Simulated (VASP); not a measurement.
# AlNi (Cmmm) in VASP: notebook, part 2 of 2

VASP 6.6.1. The steps go on from the part before.

## Step 3: Single point, LDA, collinear spin, ferromagnetic start (11.27 Å³/atom)

This run uses another cell than the first one, of 11.27 Å³/atom.

The input, INCAR:

```
SYSTEM = AlNi
PREC     = Accurate       ! precision mode
ENCUT    = 520            ! plane-wave cutoff, eV
EDIFF    = 1E-6           ! SCF threshold, eV
ISMEAR   = -1             ! smearing method
SIGMA    = 0.05           ! smearing width, eV
LREAL    = .FALSE.        ! projectors in reciprocal space
LASPH    = .TRUE.         ! aspherical terms in the spheres
NELM     = 150            ! most SCF steps
ALGO     = Normal         ! electronic algorithm
ISIF     = 2              ! what is computed and relaxed
LWAVE    = .FALSE.        ! write WAVECAR
LCHARG   = .FALSE.        ! write CHGCAR
ISPIN    = 2              ! spin polarisation
MAGMOM   = 1 0            ! initial moments
LORBIT   = 11             ! projections on sites
LMAXMIX  = 4              ! l up to which the mixer works
NBANDS   = 18             ! bands
```

The input, KPOINTS:

```
regular mesh
0
G
  10 10 9
  0 0 0
```

The input, POSCAR:

```
AlNi
1.0
    1.9124922205     -1.9267924526      0.0000000000
    1.9124922205      1.9267924526      0.0000000000
    0.0000000000      0.0000000000      3.0575407166
Ni Al
1 1
Direct
    0.5000000000      0.5000000000      0.5000000000
    0.0000000000      0.0000000000      0.0000000000
```

Potentials or basis: VASP PAW LDA potentials, release 64 (Ni, Al).

Run with:

```console
> cat potpaw_LDA.64/Ni/POTCAR potpaw_LDA.64/Al/POTCAR > POTCAR
> mpirun -np 1 vasp_std > vasp.out
```

It took 1.8 min on 1 thread of Intel Xeon 8259CL, shared host; peak memory 0.2 GiB.

Results (log left out):

```yaml
Free_energy: -12.1514 eV
Pressure: 2.7 GPa
Net_moment: 0.00 μB per cell
Valence_electrons_inside_the_program's_atomic_spheres: Ni 9.60; Al 0.84
```

Stress tensor (GPa, compression positive):
```
 6.26  0.00  0.00
 0.00  4.48  0.00
 0.00  0.00 -2.73
```

Levels at points of the mesh, in eV from the Fermi level:
Spin up:
| k point | band 3 | band 4 | band 5 | band 6 | band 7 | band 8 | band 9 | band 10 | band 11 | band 12 |
| --- | --- | --- | --- | --- | --- | --- | --- | --- | --- | --- |
| (0.00, 0.00, 0.00) | -3.49 | -1.77 | -1.75 | -1.43 | 3.03 | 7.23 | 7.28 | 7.41 | 8.87 | 15.21 |
| (0.50, 0.00, 0.00) | -2.98 | -2.92 | -2.20 | -1.63 | -0.37 | 7.93 | 8.06 | 9.70 | 11.85 | 13.11 |
| (0.50, 0.50, 0.00) | -2.61 | -2.60 | -2.47 | -2.35 | -0.90 | 2.33 | 3.54 | 11.07 | 13.86 | 13.99 |
Spin down:
| k point | band 4 | band 5 | band 6 | band 7 | band 8 | band 9 | band 10 | band 11 |
| --- | --- | --- | --- | --- | --- | --- | --- | --- |
| (0.00, 0.00, 0.00) | -1.77 | -1.75 | -1.43 | 3.03 | 7.23 | 7.28 | 7.41 | 8.87 |
| (0.50, 0.00, 0.00) | -2.92 | -2.20 | -1.63 | -0.37 | 7.93 | 8.06 | 9.70 | 11.85 |
| (0.50, 0.50, 0.00) | -2.60 | -2.47 | -2.35 | -0.90 | 2.33 | 3.54 | 11.07 | 13.86 |

## Step 4: Single point, LDA, collinear spin, ferromagnetic start (11.50 Å³/atom)

This run uses another cell than the first one, of 11.50 Å³/atom.

The input, INCAR:

```
SYSTEM = AlNi
PREC = Accurate
ENCUT = 520
EDIFF = 1E-6
ISMEAR = -1
SIGMA = 0.05
LREAL = .False.
LASPH = .True.
NELM = 150
ALGO = Normal
ISIF = 2
LWAVE = .False.
LCHARG = .True.
ISPIN = 2
MAGMOM = 1 0
LORBIT = 11
LMAXMIX = 4
GGA = CA
LELF = .True.
LVHAR = .True.
NBANDS = 18
```

The input, KPOINTS:

```
regular mesh
0
Gamma
  10 10 9
  0 0 0
```

The input, POSCAR:

```
AlNi
1.0
    1.9256822388     -1.9400810963      0.0000000000
    1.9256822388      1.9400810963      0.0000000000
    0.0000000000      0.0000000000      3.0786278706
Ni Al
1 1
Direct
    0.5000000000      0.5000000000      0.5000000000
    0.0000000000      0.0000000000      0.0000000000
```

Run with:

```console
> cat potpaw_LDA.64/Ni/POTCAR potpaw_LDA.64/Al/POTCAR > POTCAR
> mpirun -np 1 vasp_std > vasp.out
```

It took 1.9 min on 1 thread of Intel Xeon 8259CL, shared host; peak memory 0.2 GiB.

Results (log left out):

| Property | Result |
| --- | --- |
| Free energy | -12.1535 eV |
| Pressure | -1.2 GPa |
| Net moment | 0.00 μB per cell |
| Valence electrons inside the program's atomic spheres | Ni 9.56; Al 0.83 |

Stress tensor (GPa, compression positive):
```
 2.22  0.00  0.00
 0.00  0.53  0.00
 0.00  0.00 -6.30
```

Levels at points of the mesh, in eV from the Fermi level:
Spin up:
```csv
k point,band 5,band 6,band 7,band 8,band 9,band 10
"(0.00, 0.00, 0.00)",-1.70,-1.39,2.98,7.12,7.17,7.33
"(0.50, 0.00, 0.00)",-2.13,-1.58,-0.36,7.86,8.04,9.53
"(0.50, 0.50, 0.00)",-2.42,-2.30,-0.88,2.28,3.42,10.87
```
Spin down:
| k point | band 5 | band 6 | band 7 | band 8 | band 9 | band 10 |
| --- | --- | --- | --- | --- | --- | --- |
| (0.00, 0.00, 0.00) | -1.70 | -1.39 | 2.98 | 7.12 | 7.17 | 7.33 |
| (0.50, 0.00, 0.00) | -2.13 | -1.58 | -0.36 | 7.86 | 8.04 | 9.53 |
| (0.50, 0.50, 0.00) | -2.42 | -2.30 | -0.88 | 2.28 | 3.42 | 10.87 |

## Step 5: Single point, LDA, collinear spin, ferromagnetic start (11.74 Å³/atom)

This run uses another cell than the first one, of 11.74 Å³/atom.

The input, INCAR:

```
SYSTEM = AlNi
PREC = Accurate ; ENCUT = 520
EDIFF = 1E-7 ; ISMEAR = -1
SIGMA = 0.05 ; LREAL = .FALSE.
LASPH = .TRUE. ; NELM = 150
ALGO = Normal ; ISIF = 2
LWAVE = .FALSE. ; LCHARG = .TRUE.
ISPIN = 2 ; MAGMOM = 1 0
LORBIT = 11 ; LMAXMIX = 4
LELF = .TRUE. ; LVHAR = .TRUE.
NBANDS = 18
```

The input, KPOINTS:

```
regular mesh
0
G
  10 10 9
  0 0 0
```

The input, POSCAR:

```
AlNi
1.0
    1.9386940000     -1.9531901500      0.0000000000
    1.9386940000      1.9531901500      0.0000000000
    0.0000000000      0.0000000000      3.0994300413
Ni Al
1 1
Direct
    0.5000000000      0.5000000000      0.5000000000
    0.0000000000      0.0000000000      0.0000000000
```

Potentials or basis: VASP PAW LDA potentials, release 64 (Ni, Al).

Run with:

```console
> cat potpaw_LDA.64/Ni/POTCAR potpaw_LDA.64/Al/POTCAR > POTCAR
> mpirun -np 1 vasp_std > vasp.out
```

OUTCAR:

```text
SYSTEM = AlNi
   PREC = Accurate
   ENCUT = 520
   EDIFF = 1E-7
   ISMEAR = -1
   LREAL = .FALSE.
   LASPH = .TRUE.
   NELM = 150
   ISIF = 2
   ISPIN = 2
   LORBIT = 11

 ion  position               nearest neighbor table
   1  0.500  0.500  0.500-   2 2.48   2 2.48   2 2.48   2 2.48   2 2.49   2 2.49   2 2.49   2 2.49

   2  0.000  0.000  0.000-   1 2.48   1 2.48   1 2.48   1 2.48   1 2.49   1 2.49   1 2.49   1 2.49

  LATTYP: Found a base centered orthorhombic cell.
 ALAT       =     3.8773880000
 B/A-ratio  =     1.0074772759
 C/A-ratio  =     0.7993603017

  Lattice vectors:

 A1 = (   1.9386940000,  -1.9531901500,   0.0000000000)
 A2 = (   1.9386940000,   1.9531901500,   0.0000000000)
 A3 = (   0.0000000000,   0.0000000000,   3.0994300413)

Analysis of symmetry for initial positions (statically):
=====================================================================
 Subroutine PRICEL returns:
 Original cell was already a primitive cell.

 Routine SETGRP: Setting up the symmetry group for a
[... 707 lines left out ...]
      6       8.6373      1.00000
[... 493 lines left out ...]
     17      33.0393      0.00000
     18      34.0620      0.00000

 [... further k-points ...]

------------------------ aborting loop because EDIFF is reached ----------------------------------------

  FORCE on cell =-STRESS in cart. coord.  units (eV):
  Direction    XX          YY          ZZ          XY          YZ          ZX
  --------------------------------------------------------------------------------------
  -------------------------------------------------------------------------------------
  Total       -0.2149448     -0.4479532     -1.3983877      0.0000000      0.0000000      0.0000000
  in kB      -14.6714140    -30.5757859    -95.4492588      0.0000000      0.0000000      0.0000000
  external PRESSURE =     -46.8988196 kB  Pullay stress =       0.0000000 kB

 VOLUME and BASIS-vectors are now :
 -----------------------------------------------------------------------------
  energy-cutoff  :      520.00
  volume of cell :       23.47
      direct lattice vectors                 reciprocal lattice vectors
     1.938694000 -1.953190150  0.000000000     0.257905580 -0.255991461  0.000000000
     1.938694000  1.953190150  0.000000000     0.257905580  0.255991461  0.000000000
     0.000000000  0.000000000  3.099430041     0.000000000  0.000000000  0.322639965

 POSITION                                       TOTAL-FORCE (eV/Angst)
 -----------------------------------------------------------------------------------
      1.93869      0.00000      1.54972         0.000000      0.000000      0.000000
      0.00000      0.00000      0.00000        -0.000000     -0.000000      0.000000
 -----------------------------------------------------------------------------------
    total drift:                                0.000000      0.000000      0.000000

  FREE ENERGIE OF THE ION-ELECTRON SYSTEM (eV)
  ---------------------------------------------------
  free  energy   TOTEN  =       -12.1448498542 eV

  energy  without entropy=      -12.1376782193  energy(sigma->0) =      -12.14126404

 total charge

# of ion       s       p       d       tot
------------------------------------------
    1        0.491   0.532   8.497   9.520
    2        0.393   0.429   0.000   0.822
--------------------------------------------------
tot          0.884   0.960   8.497  10.342

 magnetization (x)

# of ion       s       p       d       tot
------------------------------------------
    1        0.000   0.000   0.000   0.000
    2       -0.000  -0.000   0.000  -0.000
--------------------------------------------------
tot          0.000  -0.000   0.000   0.000
```

stdout:

```text
POSCAR found type information on POSCAR NiAl
 POSCAR found :  2 types and       2 ions
 scaLAPACK will be used
 LDA part: xc-table for (Slater(with rela. corr.)+CA(PZ))
 , standard interpolation
 POSCAR, INCAR and KPOINTS ok, starting setup
 FFT: planning ... GRIDC
 FFT: planning ... GRID_SOFT
 FFT: planning ... GRID
 WAVECAR not read
 entering main loop
```

Wall time 1.9 min (1 thread of Intel Xeon 8259CL, shared host); peak memory 0.21 GiB.

Results:

| Quantity | Value |
| --- | --- |
| Free energy | -12.1448 eV |
| Pressure | -4.7 GPa |
| Net moment | 0.00 μB per cell |
| Valence electrons inside the program's atomic spheres | Ni 9.52; Al 0.82 |

Caveat: the cell stands under tension.

## Step 6: Overview

| cell | gap on the mesh (eV) | pressure (GPa) | moment (μB) |
| --- | --- | --- | --- |
| a = 2.696, b = 2.696, c = 3.036 Å, angles 90.0, 90.0, 90.4°, 2 atoms | none | 6.9 | 0.00 |
| a = 2.715, b = 2.715, c = 3.058 Å, angles 90.0, 90.0, 90.4°, 2 atoms | none | 2.7 | 0.00 |
| a = 2.734, b = 2.734, c = 3.079 Å, angles 90.0, 90.0, 90.4°, 2 atoms | none | -1.2 | 0.00 |
| a = 2.752, b = 2.752, c = 3.099 Å, angles 90.0, 90.0, 90.4°, 2 atoms | none | -4.7 | 0.00 |

Alike in all rows: task single point; level LDA; potentials or basis VASP PAW LDA potentials, release 64 (Ni, Al); spin collinear, ferromagnetic start; k mesh 10 × 10 × 9; cutoff (eV) 520; smearing fermi-dirac 0.05 eV.

Caveats: the cell stands under pressure (at least some runs); the cell stands under tension (at least some runs).

Total energies depend on the potentials used, so only differences within one code and one set of settings carry meaning.
